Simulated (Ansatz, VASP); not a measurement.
# Si2SnB3: VASP beside Ansatz

```
CELL_PARAMETERS angstrom
5.32301 0.00000 0.00000
0.00000 2.92393 0.00000
-0.99817 0.00000 5.26104
ATOMIC_POSITIONS crystal
Si 0.50000 0.31391 0.00000
Si 0.00000 0.34743 0.50000
Sn 0.00000 0.66935 0.00000
B 0.60640 0.22314 0.39465
B 0.39360 0.22314 0.60535
B 0.50000 0.72327 0.50000
```

Change from the starting cell: the structure that the rattled cell fell into.

Alike in both runs: task single point; functional PBE; k mesh 4 × 6 × 4; occupations gaussian, width 0.1 eV; no spin polarisation.

```csv
,VASP,Ansatz
version,VASP 6.6.1,Ansatz 0.2.0
potentials or method,"VASP PAW PBE potentials, release 64 (Si, Sn_d, B), cutoff 520 eV","scalar-relativistic, plane waves, PAW"
valence electrons in the cell,31,31
```

```tsv
	VASP	Ansatz	Ansatz less VASP
gap on the k mesh at the Fermi level (eV)	none	none	-
pressure (GPa)	0.2	0.2	+0.02
traceless stress, the component that is largest in VASP (GPa)	2.35	2.34	-0.009
rms of the force components (eV/Å)	0.087	0.084	-0.0024
```

Atom by atom the forces differ by 0.003 eV/Å (rms over components). A gap of «none» marks a metal or a gap that the smearing closes. The functional is the same, so the differences come from potentials, cutoffs and numerics.
